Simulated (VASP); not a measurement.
Al, 1 atom in the cell. The structure is cubic, space group Fm-3m (No. 225). Conventional cell: a = 4.040 Å, b = 4.040 Å, c = 4.040 Å, α = 90.00°, β = 90.00°, γ = 90.00°. Al (site symmetry m-3m) has 12 Al at 2.86 Å within 3.8 Å. 

* Program: VASP 6.6.1
* Task: single point
* Functional: PBE
* Potentials or basis: VASP PAW PBE potentials, release 64 (Al)
* Cutoff: 520 eV
* k mesh: 24 × 24 × 24
* Occupations: gaussian, width 0.1 eV
* Spin: no spin polarisation
* Dipole correction: no
* Further INCAR settings: ALGO = Normal; EDIFF = 1e-06; NBANDS = 8

Potentials or basis: VASP PAW PBE potentials, release 64 (Al).

The run is started by

```console
$ cat potpaw_PBE.64/Al/POTCAR > POTCAR
$ mpirun -np 1 vasp_std > vasp.out
```

Hardware: 1 thread of Intel Xeon 8259CL (shared host).

Task: How long does it take, and how much memory?

Result: It took 65 s on 1 thread of Intel Xeon 8259CL, on a shared host, peak memory 0.17 GiB. Counts: scf iterations 10, k points 413.
